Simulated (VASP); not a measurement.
# AgCl in VASP: a series of runs

The runs below take AgCl through electric field gradients, with LDA.

All numbers are computed with VASP 6.6.1; they aren't measurements. Logs are shortened: lines on timing, memory, paths and dates and some standing lists are left out, and cuts for length are marked.

### Step 1. The cell of the first run

The structure is tetragonal, space group I4/mmm (No. 139). The conventional cell has a = 4.039 Å, b = 4.039 Å, c = 5.546 Å, α = 90.00°, β = 90.00°, γ = 90.00°. Ag (site symmetry 4/mmm) has 6 Cl at 2.77 to 2.86 Å within 3.7 Å. Cl (site symmetry 4/mmm) has 6 Ag at 2.77 to 2.86 Å within 3.7 Å.

### Step 2. Electric field gradients, LDA (equal xx and yy strain of +3 %)

Input file INCAR:

```
ALGO = Normal ; EDIFF = 1E-8
ENCUT = 520 ; ISIF = 2
ISMEAR = -1 ; LASPH = T
LCHARG = F ; LEFG = T
LREAL = F ; LWAVE = F
NBANDS = 16 ; NELM = 80
PREC = Accurate ; SIGMA = 0.02
```

Input file KPOINTS:

```
k-points
0
Gamma
  8 8 8
```

Input file POSCAR:

```
AgCl
1.0
    0.0000000000      2.8563445000      2.7731500000
    2.8563445000      0.0000000000      2.7731500000
    2.8563445000      2.8563445000      0.0000000000
Ag Cl
1 1
Direct
    0.5000000000      0.5000000000      0.5000000000
    0.0000000000      0.0000000000      0.0000000000
```

Potentials or basis: VASP PAW LDA potentials, release 64 (Ag, Cl).

The run is started by

```
$ cat potpaw_LDA.64/Ag/POTCAR potpaw_LDA.64/Cl/POTCAR > POTCAR
$ mpirun -np 1 vasp_std > vasp.out
```

OUTCAR:

```text
EDIFF = 1E-8
   ENCUT = 520
   ISIF = 2
   ISMEAR = -1
   LASPH = T
   LREAL = F
   NELM = 80
   PREC = Accurate

 ion  position               nearest neighbor table
   1  0.500  0.500  0.500-   2 2.77   2 2.77   2 2.86   2 2.86   2 2.86   2 2.86
   2  0.000  0.000  0.000-   1 2.77   1 2.77   1 2.86   1 2.86   1 2.86   1 2.86

  LATTYP: Found a body centered tetragonal cell.
 ALAT       =     4.0394811307
 C/A-ratio  =     1.3730228761

  Lattice vectors:

 A1 = (   0.0000000000,  -2.8563445000,  -2.7731500000)
 A2 = (   0.0000000000,   2.8563445000,  -2.7731500000)
 A3 = (   2.8563445000,   0.0000000000,   2.7731500000)

Analysis of symmetry for initial positions (statically):
=====================================================================
 Subroutine PRICEL returns:
 Original cell was already a primitive cell.

 Routine SETGRP: Setting up the symmetry group for a
 body centered tetragonal supercell.

 Subroutine GETGRP returns: Found 16 space group operations
 (whereof 16 operations were pure point group operations)
 out of a pool of 16 trial point group operations.

The static configuration has the point symmetry D_4h.

Analysis of symmetry for dynamics (positions and initial velocities):
=====================================================================
 Subroutine PRICEL returns:
 Original cell was already a primitive cell.

 Routine SETGRP: Setting up the symmetry group for a
 body centered tetragonal supercell.

 Subroutine GETGRP returns: Found 16 space group operations
 (whereof 16 operations were pure point group operations)
 out of a pool of 16 trial point group operations.

The dynamic configuration has the point symmetry D_4h.

 Subroutine INISYM returns: Found 16 space group operations
 (whereof 16 operations are pure point group operations),
 and found     1 'primitive' translations

----------------------------------------------------------------------------------------

                                     Primitive cell

  volume of cell :      45.2506

  direct lattice vectors                    reciprocal lattice vectors
     0.000000000  2.856344500  2.773150000    -0.175048913  0.175048913  0.180300380
     2.856344500  0.000000000  2.773150000     0.175048913 -0.175048913  0.180300380
     2.856344500  2.856344500  0.000000000     0.175048913  0.175048913 -0.180300380

  length of vectors
     3.981088397  3.981088397  4.039481131     0.306255565  0.306255565  0.306255565

  position of ions in fractional coordinates (direct lattice)
     0.500000000  0.500000000  0.500000000
     0.000000000  0.000000000  0.000000000

  ion indices of the primitive-cell ions
   primitive index   ion index
                 1           1
                 2           2

----------------------------------------------------------------------------------------

 KPOINTS: k-points

Automatic generation of k-mesh.
 Grid dimensions read from file:
 generate k-points for:    8    8    8

 Generating k-lattice:

  Cartesian coordinates                     Fractional coordinates (reciprocal lattice)
    -0.021881114  0.021881114  0.022537548     0.125000000 -0.000000000  0.000000000
     0.021881114 -0.021881114  0.022537548    -0.000000000  0.125000000  0.000000000
     0.021881114  0.021881114 -0.022537548     0.000000000  0.000000000  0.125000000

  Length of vectors
     0.038281946  0.038281946  0.038281946

  Shift w.r.t. Gamma in fractional coordinates (k-lattice)
     0.000000000  0.000000000  0.000000000

 Subroutine IBZKPT returns following result:
 ===========================================

 Found     59 irreducible k-points:

 Following reciprocal coordinates:
            Coordinates               Weight
  0.000000  0.000000  0.000000      1.000000
  0.125000  0.000000  0.000000      8.000000
  0.250000  0.000000  0.000000      8.000000
  0.375000  0.000000  0.000000      8.000000
  0.500000  0.000000  0.000000      4.000000
  0.125000  0.125000  0.000000      2.000000
[... 16 lines left out ...]
  0.250000  0.000000  0.125000     16.000000
  0.375000  0.000000  0.125000     16.000000
 [... further k-points ...]
   k-points           NKPTS =     59   k-points in BZ     NKDIM =     59   number of bands    NBANDS=     16
   number of dos      NEDOS =    301   number of ions     NIONS =      2
   total plane-waves  NPLWV =  27000
   dimension x,y,z NGX =    30 NGY =   30 NGZ =   30
   dimension x,y,z NGXF=    60 NGYF=   60 NGZF=   60
   ions per type =               1   1
   NGX,Y,Z   is equivalent  to a cutoff of  12.53, 12.53, 12.35 a.u.
   NGXF,Y,Z  is equivalent  to a cutoff of  25.06, 25.06, 24.69 a.u.
 SYSTEM =  unknown system
   PREC   = accura    normal or accurate (medium, high low for compatibility)
   ISTART =      0    job   : 0-new  1-cont  2-samecut
   ICHARG =      2    charge: 1-file 2-atom 10-const
   ISPIN  =      1    spin polarized calculation?
   LNONCOLLINEAR =      F non collinear calculations
   LSORBIT =      F    spin-orbit coupling
   LASPH  =      T    aspherical Exc in radial PAW
   ENCUT  =  520.0 eV  38.22 Ry    6.18 a.u.   7.40  7.40  7.51*2*pi/ulx,y,z
   NELM   =     80;   NELMIN=  2; NELMDL= -5     # of ELM steps
   EDIFF  = 0.1E-07   stopping-criterion for ELM
   LREAL  =      F    real-space projection
   EDIFFG = 0.1E-06   stopping-criterion for IOM
   NSW    =      0    number of steps for IOM
   IBRION =     -1    ionic relax: 0-MD 1-quasi-New 2-CG
   NFREE  =      0    steps in history (QN), initial steepest desc. (CG)
   ISIF   =      2    stress and relaxation
   ISYM   =      2    0-nonsym 1-usesym 2-fastsym
   POTIM  = 0.5000    time-step for ionic-motion
   TEBEG  =    0.0;   TEEND  =   0.0 temperature during run
   PSTRESS=    0.0 pullay stress
   NELECT =      18.0000    total number of electrons
   NUPDOWN=      -1.0000    fix difference up-down
   EMIN   =  10.00;   EMAX   =-10.00  energy-range for DOS
   EFERMI =   0.00;   METHOD = LEGACY
   ISMEAR =    -1;   SIGMA  =   0.02  broadening in eV -4-tet -1-fermi 0-gaus
   EFERMI_NEDOS =   21; number of points for ismear=-14 and -15
   IALGO  =     38    algorithm
   IMIX   =      4    mixing-type and parameters
     AMIX     =   0.40;   BMIX     =  1.00
     AMIX_MAG =   1.60;   BMIX_MAG =  1.00
  volume/ion in A,a.u.               =      22.63       152.68
  Fermi-wavevector in a.u.,A,eV,Ry     =   1.203994  2.275218 19.723011  1.449600
  Thomas-Fermi vector in A             =   2.339731
   LORBIT       =      0    0 simple, 1 ext, 2 COOP (PROOUT), +10 PAW based schemes
   GGA     = CA    functional components
   LHFCALC =     F    Hartree Fock is set to
   AEXX    =    0.0000 exact exchange contribution
   IVDW    =     0    specifies the selected vdW correction
   LEPSILON=     F    determine dielectric tensor
   LRPA    =     F    only Hartree local field effects (RPA)
 non-spin polarized calculation
  energy-cutoff  :      520.00
  volume of cell :       45.25
 maximum number of plane-waves:      1235
 NGX is ok and might be reduce to    30
   NGX = 15   NGY = 15   NGZ = 15

 number of electron      17.9999994 magnetization

 Free energy of the ion-electron system (eV)
  ---------------------------------------------------
  ext. energy  EPLUGINS =         0.00000000
  ---------------------------------------------------
  free energy    TOTEN  =        -6.60700740 eV

  energy without entropy =       -6.60700739  energy(sigma->0) =       -6.60700739

 E-fermi :   3.2321     XC(G=0): -10.1440

 val. band max:        2.9258740346   @ k =   0.5000   0.0000   0.0000
 cond. band min:       3.5078620903   @ k =   0.0000   0.0000   0.0000
 fundamental gap:      0.5819880557
 Fermi energy:         3.2321205525

 k-point     1 :       0.0000    0.0000    0.0000
  band No.  band energies     occupation
      1     -11.8237      2.00000
      2       0.5251      2.00000
      3       0.5251      2.00000
      4       0.5754      2.00000
      5       0.5857      2.00000
      6       0.5905      2.00000
[... 8 lines left out ...]
     15      15.2855      0.00000
     16      15.2855      0.00000
[... 419 lines left out ...]
 k-point    24 :       0.3750    0.0000    0.1250
  band No.  band energies     occupation
      1     -11.5219      2.00000
      2      -1.4991      2.00000
      3      -0.8024      2.00000
      4      -0.6300      2.00000
      5       0.6943      2.00000
      6       0.8446      2.00000
[... 8 lines left out ...]
     15      16.3142      0.00000
     16      16.5645      0.00000

 [... further k-points ...]

------------------------ aborting loop because EDIFF is reached ----------------------------------------

  FORCE on cell =-STRESS in cart. coord.  units (eV):
  Direction    XX          YY          ZZ          XY          YZ          ZX
  --------------------------------------------------------------------------------------
  -------------------------------------------------------------------------------------
  Total       -2.0654042     -2.0654042     -2.1356520      0.0000000      0.0000000     -0.0000000
  in kB      -73.1292477    -73.1292477    -75.6164930      0.0000000      0.0000000     -0.0000000
  external PRESSURE =     -73.9583295 kB  Pullay stress =       0.0000000 kB

 VOLUME and BASIS-vectors are now :
 -----------------------------------------------------------------------------
  energy-cutoff  :      520.00
  volume of cell :       45.25
      direct lattice vectors                 reciprocal lattice vectors
     0.000000000  2.856344500  2.773150000    -0.175048913  0.175048913  0.180300380
     2.856344500  0.000000000  2.773150000     0.175048913 -0.175048913  0.180300380
     2.856344500  2.856344500  0.000000000     0.175048913  0.175048913 -0.180300380

 POSITION                                       TOTAL-FORCE (eV/Angst)
 -----------------------------------------------------------------------------------
      2.85634      2.85634      2.77315        -0.000000      0.000000     -0.000000
      0.00000      0.00000      0.00000         0.000000     -0.000000      0.000000
 -----------------------------------------------------------------------------------
    total drift:                                0.000000      0.000000      0.000000

  FREE ENERGIE OF THE ION-ELECTRON SYSTEM (eV)
  ---------------------------------------------------
  free  energy   TOTEN  =        -6.6070073955 eV

  energy  without entropy=       -6.6070073930  energy(sigma->0) =       -6.60700739

 Electric field gradients (V/A^2)
---------------------------------------------------------------------
 ion       V_xx      V_yy      V_zz      V_xy      V_xz      V_yz
---------------------------------------------------------------------
   1       7.784     7.784   -15.567     0.000     0.001     0.001
   2      -7.898    -7.898    15.796     0.000     0.000     0.000
---------------------------------------------------------------------

 Electric field gradients after diagonalization (V/A^2)
 (convention: |V_zz| > |V_xx| > |V_yy|)
----------------------------------------------------------------------
 ion       V_xx      V_yy      V_zz     asymmetry (V_yy - V_xx)/ V_zz
----------------------------------------------------------------------
   1       7.784     7.783   -15.567       0.000
   2      -7.898    -7.898    15.796       0.000
----------------------------------------------------------------------

           NMR quadrupolar parameters

 Cq : quadrupolar parameter    Cq=e*Q*V_zz/h
 eta: asymmetry parameters     (V_yy - V_xx)/ V_zz
 Q  : nuclear electric quadrupole moment in mb (millibarn)
----------------------------------------------------------------------
 ion       Cq(MHz)       eta       Q (mb)
----------------------------------------------------------------------
   1      -0.038       0.000       1.000
   2       0.038       0.000       1.000
----------------------------------------------------------------------
```

It took 58 s on 1 thread of Intel Xeon 8259CL, shared host; peak memory 0.18 GiB.

Results:

```yaml
Free_energy: -6.6070 eV
Pressure: -7.4 GPa
Band_gap_on_the_k_mesh: 0.58 eV, indirect (least direct gap 2.70 eV)
```

Electric field gradients, principal values (V/Å²):
| atom | least | middle | greatest (by size) |
| --- | --- | --- | --- |
| 1 Ag | 7.783 | 7.784 | -15.567 |
| 2 Cl | -7.898 | -7.898 | 15.796 |

Caveat: the cell differs from its parent crystal (equal xx and yy strain of +3 %); without QUAD_EFG the Cq values of the log hold for a quadrupole moment of 1 mb, not for the nuclei.

(Continued in part 2 of 2.)
